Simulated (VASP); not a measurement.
TaN: single point with PBE

TaN:

```
Ta N
1.0
     2.98578    0.00000    0.00000
    -1.49289    2.58576    0.00000
     0.00000    0.00000    4.81760
Ta N
2 2
Direct
  0.00000 0.00000 0.00000
  0.00000 0.00000 0.50000
  0.33333 0.66667 0.25000
  0.66667 0.33333 0.75000
```

This cell differs from its parent crystal: volume scaled by 0.94.

```json
{
 "Program": "VASP 6.6.1",
 "Task": "single point",
 "Functional": "PBE",
 "Potentials or basis": "VASP PAW PBE potentials, release 64 (Ta_pv, N)",
 "Cutoff": "520 eV",
 "k mesh": "9 × 9 × 5",
 "Occupations": "fermi-dirac, width 0.01 eV",
 "Spin": "no spin polarisation",
 "Dipole correction": "no",
 "Further INCAR settings": "ALGO = Normal; EDIFF = 1e-07; NBANDS = 24"
}
```

- Pressure: 98.9 GPa
- Band gap on the k mesh: zero (band 16 reaches 11.37 eV, above the bottom of band 17 at 8.61 eV)

Stress tensor (GPa, compression positive):
```
 64.34   0.00   0.00
  0.00  64.34   0.00
  0.00   0.00 168.07
```

Levels at points of the mesh, in eV from the Fermi level:
| k point | band 12 | band 13 | band 14 | band 15 | band 16 | band 17 | band 18 | band 19 | band 20 | band 21 |
| --- | --- | --- | --- | --- | --- | --- | --- | --- | --- | --- |
| (0.00, 0.00, 0.00) | -5.61 | -3.79 | -3.79 | -3.75 | -2.00 | -2.00 | -0.68 | -0.68 | 3.46 | 4.47 |

Wall time 12 s on 1 thread of Intel(R) Xeon(R) 6975P-C (Granite Rapids), with other jobs on the host, peak memory 0.16 GiB.

Caveat: spin-orbit coupling is left out, which moves the levels of the heavy elements.
